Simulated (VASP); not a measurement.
PbSe, 2 atoms in the cell. The structure is cubic, space group Fm-3m (No. 225). The conventional cell has a = 6.103 Å, b = 6.103 Å, c = 6.103 Å, α = 90.00°, β = 90.00°, γ = 90.00°. Within 4.0 Å of Pb (site symmetry m-3m) lie 6 Se at 3.05 Å. Within 4.0 Å of Se (site symmetry m-3m) lie 6 Pb at 3.05 Å. 

| Quantity | Value |
| --- | --- |
| Program | VASP 6.6.1 |
| Task | single point |
| Functional | HSE06 |
| Potentials or basis | VASP PAW PBE potentials, release 64 (Pb_d, Se) |
| Cutoff | 520 eV |
| k mesh | 4 × 4 × 4 |
| Occupations | gaussian, width 0.01 eV |
| Spin | no spin polarisation |
| Dipole correction | no |
| Grid for exact exchange (PRECFOCK) | Normal |
| Further INCAR settings | ALGO = Normal; EDIFF = 1e-06; NBANDS = 17 |
| Share of exact exchange | 0.25 |
| Screening parameter | 0.2079 1/Å |

Potentials or basis: VASP PAW PBE potentials, release 64 (Pb_d, Se).

Run with:

```sh
$ cat potpaw_PBE.64/Pb_d/POTCAR potpaw_PBE.64/Se/POTCAR > POTCAR
$ cp INCAR.step1 INCAR
$ mpirun -np 1 vasp_std > vasp.out
$ cp INCAR.step2 INCAR
$ mpirun -np 1 vasp_std > vasp.out
```

Hardware: 1 thread of Intel Xeon 8259CL, with other jobs on the host.

Task: How long does it take, and how much memory?

Result: Run time: 29 min on 1 thread of Intel Xeon 8259CL, on a shared host, peak memory 0.3 GiB. Counts: k points 8.
